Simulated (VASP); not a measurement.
## P: single point with r2SCAN

The system is P.

```xyz
2
Lattice="-2.9593 3.3098 1.2576 3.3098 -2.9593 1.2576 2.2093 2.2093 -0.6156" Properties=species:S:1:pos:R:3 pbc="T T T"
P    -0.4786    5.2477    0.6420
P    -0.5587    3.1186    0.9498
```

```json
{"Program": "VASP 6.6.1", "Task": "single point", "Functional": "r2SCAN", "Potentials or basis": "VASP PAW PBE potentials, release 64 (P)", "Cutoff": "520 eV", "k mesh": "14 × 14 × 11", "Occupations": "fermi-dirac, width 0.1 eV", "Spin": "no spin polarisation"}
```

```json
{"Pressure": "7.1 GPa", "Largest force": "0.885 eV/Å", "Band gap on the k mesh": "zero (bands 5 and 6 overlap by 6.70 eV)"}
```

Forces in eV/Å, atoms in the order of the input:
```
P   -0.626  0.626  0.000
P    0.626 -0.626  0.000
```

Stress tensor (GPa, compression positive):
```
 8.02  1.23 -0.57
 1.23  8.02 -0.57
-0.57 -0.57  5.35
```

Levels at points of the mesh, in eV from the Fermi level:
```
           k point  band 3  band 4  band 5  band 6  band 7  band 8
(0.00, 0.00, 0.00)   -4.94   -4.11    0.71    3.75    4.33    6.68
(0.50, 0.00, 0.00)   -5.51   -3.28   -1.76    0.04    4.33    6.14
(0.50, 0.50, 0.00)   -3.95   -1.31    0.24    3.05    3.57    5.64
```

It took 16 min on 1 thread of Intel Xeon 8259CL, with other jobs on the host, peak memory 0.32 GiB.

Caveat: the cell stands under pressure; the PAW data sets were made with another functional, which shifts forces and pressure a little.
